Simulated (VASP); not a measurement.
Here is a VASP 6.6.1 calculation.

INCAR

```
  PREC = Accurate
  ENCUT = 520
  EDIFF = 1E-6
  ISMEAR = -1
  SIGMA = 0.05
  LREAL = False
  LASPH = True
  NELM = 80
  ALGO = Normal
  ISIF = 2
  LWAVE = False
  LCHARG = False
  GGA = PS
  NBANDS = 16
```

File KPOINTS:

```
Automatic mesh
0
Gamma
  13 13 12
```

POSCAR

```
WC
1.0
    2.8714964216      0.0000000000      0.0000000000
   -1.4357482108      2.4867888480      0.0000000000
    0.0000000000      0.0000000000      2.8290000000
W C
1 1
Direct
    0.0000000000      0.0000000000      0.0000000000
    0.6666666667      0.3333333333      0.5000000000
```

Potentials or basis: VASP PAW PBE potentials, release 64 (W_sv, C).

The run is started by

```sh
$ cat potpaw_PBE.64/W_sv/POTCAR potpaw_PBE.64/C/POTCAR > POTCAR
$ mpirun -np 1 vasp_std > vasp.out
```

Q: Estimate the band gap on the k mesh.

A: Zero (band 9 reaches 11.99 eV, above the bottom of band 10 at 10.68 eV).

Q: Predict the pressure.

A: 8.7 GPa.

Stress tensor (GPa, compression positive):
```
10.86  0.00  0.00
 0.00 10.86  0.00
 0.00  0.00  4.34
```

Caveat: the cell differs from its parent crystal (equal xx and yy strain of -1 %); the PAW data sets were made with another functional, which shifts forces and pressure a little; spin-orbit coupling is left out, which moves the levels of the heavy elements.
